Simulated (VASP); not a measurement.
# W (P6_3/mmc) in VASP: further runs

Runs on W. Level: PBE. Tasks: single point.

All numbers are computed with VASP 6.6.1; they aren't measurements. Logs are shortened: lines on timing, memory, paths and dates and some standing lists are left out, and cuts for length are marked.

### Step 1. The cell of the first run

It takes space group P6_3/mmc (No. 194, hexagonal). The conventional cell has a = 2.859 Å, b = 2.859 Å, c = 10.072 Å, α = 90.00°, β = 90.00°, γ = 120.00°. Within 3.8 Å of W (site symmetry -3m) lie 12 W at 2.86 to 3.01 Å. Within 3.8 Å of W (site symmetry -6m2) lie 12 W at 2.86 to 3.01 Å.

This isn't the form of W at room conditions, which is bcc.

### Step 2. Single point, PBE (17.82 Å³/atom)

The input, INCAR:

```
  ALGO = Normal
  EDIFF = 1E-6
  ENCUT = 520
  GGA = PE
  ISIF = 2
  ISMEAR = -1
  LASPH = True
  LCHARG = True
  LELF = True
  LREAL = False
  LVHAR = True
  LWAVE = False
  NBANDS = 36
  NELM = 60
  PREC = Accurate
  SIGMA = 0.1
```

The input, KPOINTS:

```
k-points
0
Gamma
  15 15 4
```

The input, POSCAR:

```
W
1.0
    2.8585782830      0.0000000000      0.0000000000
   -1.4292891415      2.4756014117      0.0000000000
    0.0000000000      0.0000000000     10.0716526292
W
4
Direct
    0.0000000000      0.0000000000      1.0000000000
    0.0000000000      0.0000000000      0.5000000000
    0.3333333333      0.6666666667      0.2500000000
    0.6666666667      0.3333333333      0.7500000000
```

Potentials or basis: VASP PAW PBE potentials, release 64 (W_sv).

Run with:

```sh
cat potpaw_PBE.64/W_sv/POTCAR > POTCAR
mpirun -np 1 vasp_std > vasp.out
```

OUTCAR:

```text
EDIFF = 1E-6
   ENCUT = 520
   GGA = PE
   ISIF = 2
   ISMEAR = -1
   LASPH = True
   LREAL = False
   NELM = 60
   PREC = Accurate

 ion  position               nearest neighbor table
   1  0.000  0.000  0.000-   3 3.01   4 3.01   3 3.01   4 3.01   4 3.01   3 3.01
   2  0.000  0.000  0.500-   3 3.01   4 3.01   3 3.01   4 3.01   4 3.01   3 3.01
   3  0.333  0.667  0.250-   1 3.01   2 3.01   1 3.01   2 3.01   1 3.01   2 3.01
   4  0.667  0.333  0.750-   1 3.01   2 3.01   1 3.01   2 3.01   1 3.01   2 3.01

  LATTYP: Found a hexagonal cell.
 ALAT       =     2.8585782830
 C/A-ratio  =     3.5233083135

  Lattice vectors:

 A1 = (   2.8585782830,   0.0000000000,   0.0000000000)
 A2 = (  -1.4292891415,   2.4756014117,   0.0000000000)
 A3 = (   0.0000000000,   0.0000000000,  10.0716526292)

Analysis of symmetry for initial positions (statically):
=====================================================================
 Subroutine PRICEL returns:
 Original cell was already a primitive cell.

 Routine SETGRP: Setting up the symmetry group for a
 hexagonal supercell.

 Subroutine GETGRP returns: Found 24 space group operations
 (whereof 12 operations were pure point group operations)
 out of a pool of 24 trial point group operations.

The static configuration has the point symmetry D_3d.
 The point group associated with its full space group is D_6h.

Analysis of symmetry for dynamics (positions and initial velocities):
=====================================================================
 Subroutine PRICEL returns:
 Original cell was already a primitive cell.

 Routine SETGRP: Setting up the symmetry group for a
 hexagonal supercell.

 Subroutine GETGRP returns: Found 24 space group operations
 (whereof 12 operations were pure point group operations)
 out of a pool of 24 trial point group operations.

The dynamic configuration has the point symmetry D_3d.
 The point group associated with its full space group is D_6h.

 Subroutine INISYM returns: Found 24 space group operations
 (whereof 12 operations are pure point group operations),
 and found     1 'primitive' translations

----------------------------------------------------------------------------------------

                                     Primitive cell

  volume of cell :      71.2741

  direct lattice vectors                    reciprocal lattice vectors
     2.858578283  0.000000000  0.000000000     0.349824249  0.201971124  0.000000000
    -1.429289141  2.475601412  0.000000000     0.000000000  0.403942248  0.000000000
     0.000000000  0.000000000 10.071652629     0.000000000  0.000000000  0.099288571

  length of vectors
     2.858578283  2.858578283 10.071652629     0.403942248  0.403942248  0.099288571

  position of ions in fractional coordinates (direct lattice)
     0.000000000  0.000000000  0.000000000
     0.000000000  0.000000000  0.500000000
     0.333333333  0.666666667  0.250000000
     0.666666667  0.333333333  0.750000000

  ion indices of the primitive-cell ions
   primitive index   ion index
                 1           1
                 2           2
                 3           3
                 4           4

----------------------------------------------------------------------------------------

 KPOINTS: k-points

Automatic generation of k-mesh.
 Grid dimensions read from file:
 generate k-points for:   15   15    4

 Generating k-lattice:

  Cartesian coordinates                     Fractional coordinates (reciprocal lattice)
     0.023321617  0.013464742  0.000000000     0.066666667  0.000000000  0.000000000
     0.000000000  0.026929483  0.000000000     0.000000000  0.066666667  0.000000000
     0.000000000  0.000000000  0.024822143     0.000000000  0.000000000  0.250000000

  Length of vectors
     0.026929483  0.026929483  0.024822143

  Shift w.r.t. Gamma in fractional coordinates (k-lattice)
     0.000000000  0.000000000  0.000000000

 Subroutine IBZKPT returns following result:
 ===========================================

 Found     81 irreducible k-points:

 Following reciprocal coordinates:
            Coordinates               Weight
  0.000000  0.000000  0.000000      1.000000
  0.066667  0.000000  0.000000      6.000000
  0.133333  0.000000  0.000000      6.000000
  0.200000  0.000000  0.000000      6.000000
  0.266667  0.000000  0.000000      6.000000
  0.333333  0.000000  0.000000      6.000000
[... 16 lines left out ...]
  0.333333  0.200000  0.000000     12.000000
  0.400000  0.200000  0.000000      6.000000
 [... further k-points ...]
   k-points           NKPTS =     81   k-points in BZ     NKDIM =     81   number of bands    NBANDS=     36
   number of dos      NEDOS =    301   number of ions     NIONS =      4
   total plane-waves  NPLWV =  46080
   dimension x,y,z NGX =    24 NGY =   24 NGZ =   80
   dimension x,y,z NGXF=    48 NGYF=   48 NGZF=  160
   ions per type =               4
   NGX,Y,Z   is equivalent  to a cutoff of  13.96, 13.96, 13.21 a.u.
   NGXF,Y,Z  is equivalent  to a cutoff of  27.92, 27.92, 26.41 a.u.
 SYSTEM =  unknown system
   PREC   = accura    normal or accurate (medium, high low for compatibility)
   ISTART =      0    job   : 0-new  1-cont  2-samecut
   ICHARG =      2    charge: 1-file 2-atom 10-const
   ISPIN  =      1    spin polarized calculation?
   LNONCOLLINEAR =      F non collinear calculations
   LSORBIT =      F    spin-orbit coupling
   LASPH  =      T    aspherical Exc in radial PAW
   ENCUT  =  520.0 eV  38.22 Ry    6.18 a.u.   5.32  5.32 18.73*2*pi/ulx,y,z
   NELM   =     60;   NELMIN=  2; NELMDL= -5     # of ELM steps
   EDIFF  = 0.1E-05   stopping-criterion for ELM
   LREAL  =      F    real-space projection
   EDIFFG = 0.1E-04   stopping-criterion for IOM
   NSW    =      0    number of steps for IOM
   IBRION =     -1    ionic relax: 0-MD 1-quasi-New 2-CG
   NFREE  =      0    steps in history (QN), initial steepest desc. (CG)
   ISIF   =      2    stress and relaxation
   ISYM   =      2    0-nonsym 1-usesym 2-fastsym
   POTIM  = 0.5000    time-step for ionic-motion
   TEBEG  =    0.0;   TEEND  =   0.0 temperature during run
   PSTRESS=    0.0 pullay stress
   NELECT =      56.0000    total number of electrons
   NUPDOWN=      -1.0000    fix difference up-down
   EMIN   =  10.00;   EMAX   =-10.00  energy-range for DOS
   EFERMI =   0.00;   METHOD = LEGACY
   ISMEAR =    -1;   SIGMA  =   0.10  broadening in eV -4-tet -1-fermi 0-gaus
   EFERMI_NEDOS =   21; number of points for ismear=-14 and -15
   IALGO  =     38    algorithm
   IMIX   =      4    mixing-type and parameters
     AMIX     =   0.40;   BMIX     =  1.00
     AMIX_MAG =   1.60;   BMIX_MAG =  1.00
  volume/ion in A,a.u.               =      17.82       120.25
  Fermi-wavevector in a.u.,A,eV,Ry     =   1.510638  2.854691 31.048853  2.282026
  Thomas-Fermi vector in A             =   2.620801
   LORBIT       =      0    0 simple, 1 ext, 2 COOP (PROOUT), +10 PAW based schemes
   GGA     = PE    functional components
   LHFCALC =     F    Hartree Fock is set to
   AEXX    =    0.0000 exact exchange contribution
   IVDW    =     0    specifies the selected vdW correction
   LEPSILON=     F    determine dielectric tensor
   LRPA    =     F    only Hartree local field effects (RPA)
 non-spin polarized calculation
  energy-cutoff  :      520.00
  volume of cell :       71.27
 maximum number of plane-waves:      1945
 NGX is ok and might be reduce to    24
   NGX = 11   NGY = 11   NGZ = 37

 number of electron      55.9999988 magnetization

 Free energy of the ion-electron system (eV)
  ---------------------------------------------------
  ext. energy  EPLUGINS =         0.00000000
  ---------------------------------------------------
  free energy    TOTEN  =       -49.64939630 eV

  energy without entropy =      -49.50566354  energy(sigma->0) =      -49.57752992

 E-fermi :   9.4894     XC(G=0): -12.9753

 val. band max:        9.4894186230   @ k =   0.4000   0.2000   0.0000
 cond. band min:       9.4989414372   @ k =   0.3333   0.0000   0.2500
 fundamental gap:      0.0095228142
 Fermi energy:         9.4894276250

 k-point     1 :       0.0000    0.0000    0.0000
  band No.  band energies     occupation
      1     -64.4383      2.00000
      2     -64.4224      2.00000
      3     -64.3977      2.00000
      4     -64.3817      2.00000
      5     -28.9993      2.00000
      6     -28.6676      2.00000
[... 28 lines left out ...]
     35      12.1712      0.00000
     36      12.1712      0.00000

 k-point     2 :       0.0667    0.0000    0.0000
  band No.  band energies     occupation
      1     -64.4350      2.00000
      2     -64.4195      2.00000
      3     -64.3948      2.00000
      4     -64.3792      2.00000
      5     -28.9875      2.00000
      6     -28.6651      2.00000
[... 28 lines left out ...]
     35      12.2088      0.00000
     36      12.2514      0.00000

 k-point     3 :       0.1333    0.0000    0.0000
  band No.  band energies     occupation
      1     -64.4255      2.00000
      2     -64.4113      2.00000
      3     -64.3866      2.00000
      4     -64.3723      2.00000
      5     -28.9532      2.00000
      6     -28.6606      2.00000
[... 28 lines left out ...]
     35      12.2227      0.00000
     36      12.3963      0.00000

 k-point     4 :       0.2000    0.0000    0.0000
  band No.  band energies     occupation
      1     -64.4114      2.00000
      2     -64.3993      2.00000
      3     -64.3745      2.00000
      4     -64.3623      2.00000
      5     -28.9004      2.00000
      6     -28.6664      2.00000
[... 28 lines left out ...]
     35      12.2167      0.00000
     36      12.4166      0.00000

 k-point     5 :       0.2667    0.0000    0.0000
  band No.  band energies     occupation
      1     -64.3949      2.00000
      2     -64.3854      2.00000
      3     -64.3605      2.00000
      4     -64.3509      2.00000
      5     -28.8381      2.00000
      6     -28.7231      2.00000
[... 655 lines left out ...]
 k-point    22 :       0.2667    0.2000    0.0000
  band No.  band energies     occupation
      1     -64.3626      2.00000
      2     -64.3590      2.00000
      3     -64.3341      2.00000
      4     -64.3305      2.00000
      5     -28.8738      2.00000
      6     -28.8561      2.00000
[... 28 lines left out ...]
     35      13.6675      0.00000
     36      13.7861      0.00000

 k-point    23 :       0.3333    0.2000    0.0000
  band No.  band energies     occupation
      1     -64.3540      2.00000
      2     -64.3523      2.00000
      3     -64.3274      2.00000
      4     -64.3256      2.00000
      5     -28.9222      2.00000
      6     -28.8959      2.00000
[... 28 lines left out ...]
     35      13.6930      0.00000
     36      13.7805      0.00000

 k-point    24 :       0.4000    0.2000    0.0000
  band No.  band energies     occupation
      1     -64.3509      2.00000
      2     -64.3499      2.00000
      3     -64.3250      2.00000
      4     -64.3240      2.00000
      5     -28.9402      2.00000
      6     -28.9097      2.00000
[... 28 lines left out ...]
     35      13.5615      0.00000
     36      13.7105      0.00000

 [... further k-points ...]

------------------------ aborting loop because EDIFF is reached ----------------------------------------

  FORCE on cell =-STRESS in cart. coord.  units (eV):
  Direction    XX          YY          ZZ          XY          YZ          ZX
  --------------------------------------------------------------------------------------
  -------------------------------------------------------------------------------------
  Total       -8.5393485     -8.5393485     -7.3342987     -0.0000000      0.0000000      0.0000000
  in kB     -191.9569191   -191.9569191   -164.8684761     -0.0000000      0.0000000      0.0000000
  external PRESSURE =    -182.9274381 kB  Pullay stress =       0.0000000 kB

 VOLUME and BASIS-vectors are now :
 -----------------------------------------------------------------------------
  energy-cutoff  :      520.00
  volume of cell :       71.27
      direct lattice vectors                 reciprocal lattice vectors
     2.858578283  0.000000000  0.000000000     0.349824249  0.201971124  0.000000000
    -1.429289141  2.475601412  0.000000000     0.000000000  0.403942248  0.000000000
     0.000000000  0.000000000 10.071652629     0.000000000  0.000000000  0.099288571

 POSITION                                       TOTAL-FORCE (eV/Angst)
 -----------------------------------------------------------------------------------
      0.00000      0.00000      0.00000         0.000000      0.000000     -0.000000
      0.00000      0.00000      5.03583         0.000000      0.000000     -0.000000
     -0.00000      1.65040      2.51791        -0.000000      0.000000      0.000000
      1.42929      0.82520      7.55374         0.000000      0.000000     -0.000000
 -----------------------------------------------------------------------------------
    total drift:                               -0.000000      0.000000     -0.000000

  FREE ENERGIE OF THE ION-ELECTRON SYSTEM (eV)
  ---------------------------------------------------
  free  energy   TOTEN  =       -49.6493963037 eV

  energy  without entropy=      -49.5056635381  energy(sigma->0) =      -49.57752992
```

It took 3.2 min on 1 thread of Intel Xeon Platinum 8259CL at 2.50GHz (Skylake/Cascade Lake), shared host; peak memory 0.29 GiB.

What came out:

```
Free energy            : -49.6494 eV
Pressure               : -18.3 GPa
Band gap on the k mesh : zero (bands 28 and 29 overlap by 1.65 eV)
```

Caveat: the cell stands under tension; spin-orbit coupling is left out, which moves the levels of the heavy elements.

(Part 1 of 2 ends here.)

The gap in the log of VASP goes by the Fermi energy; the results here count the filled bands.